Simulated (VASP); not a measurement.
Here is a VASP 6.6.1 calculation.

The input INCAR:

```
SYSTEM = In3As
PREC = Accurate
ENCUT = 600
EDIFF = 1E-6
ISMEAR = 0
SIGMA = 0.1
LREAL = .False.
LASPH = .True.
NELM = 100
ALGO = Fast
ISIF = 3
LWAVE = .False.
LCHARG = .False.
GGA = PE
IBRION = 2
NSW = 90
EDIFFG = -0.04
```

Contents of KPOINTS:

```
regular mesh
0
Gamma
  4 4 4
  0 0 0
```

File POSCAR:

```
In3As
1.0
   -3.0657757200      3.0657757200      3.0657757200
    3.0657757200     -3.0657757200      3.0657757200
    3.0657757200      3.0657757200     -3.0657757200
In As
3 1
Direct
    0.0000000000      0.5000000000      0.5000000000
    0.5000000000      0.0000000000      0.5000000000
    0.5000000000      0.5000000000      0.0000000000
    0.0000000000      0.0000000000      0.0000000000
```

Potentials or basis: VASP PAW PBE potentials, release 64 (In_d, As).

The run is started by

```sh
$ cat potpaw_PBE.64/In_d/POTCAR potpaw_PBE.64/As/POTCAR > POTCAR
$ mpirun -np 1 vasp_std > vasp.out
```

(1) What does it give for the relaxed cell?

(2) Predict the space group after relaxing (to 0.05 Å).

(3) Estimate the relaxed volume.

(4) Predict the band gap on the k mesh.

## Answers

(1) a = 5.174 Å, b = 5.174 Å, c = 5.174 Å, α = 109.47°, β = 109.47°, γ = 109.47°.

(2) Im-3m (No. 229).

(3) 26.66 Å³/atom.

(4) zero (band 22 reaches 7.01 eV, above the bottom of band 23 at 5.18 eV).

Caveat: the k points lie up to 0.37 Å⁻¹ apart in the final cell; spin-orbit coupling is left out, which moves the levels of the heavy elements.
